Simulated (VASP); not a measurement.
Ge:

```
CELL_PARAMETERS angstrom
0.00000 2.09836 2.09836
2.09836 0.00000 2.09836
2.09836 2.09836 0.00000
ATOMIC_POSITIONS crystal
Ge 0.00000 0.00000 0.00000
```

Base run:

```yaml
Program: VASP 6.6.1
Functional: RPBE
Potentials_or_basis: VASP PAW PBE potentials, release 64 (Ge_d)
Cutoff: 500 eV
k_mesh: 10 × 10 × 10
Occupations: fermi-dirac, width 0.1 eV
Spin: no spin polarisation
```

Its results: band gap on the k mesh zero (band 7 reaches 16.41 eV, above the bottom of band 8 at 4.80 eV); pressure 5.3 GPa.

The run is repeated on the same cell with these changes: functional from RPBE to PBE. What comes out?

Band gap on the k mesh zero (band 7 reaches 16.23 eV, above the bottom of band 8 at 4.69 eV); pressure 3.7 GPa.

PBE binds more tightly than RPBE, so the same cell stands under less pressure.

Caveats: the PAW data sets were made with another functional, which shifts forces and pressure a little (some runs).
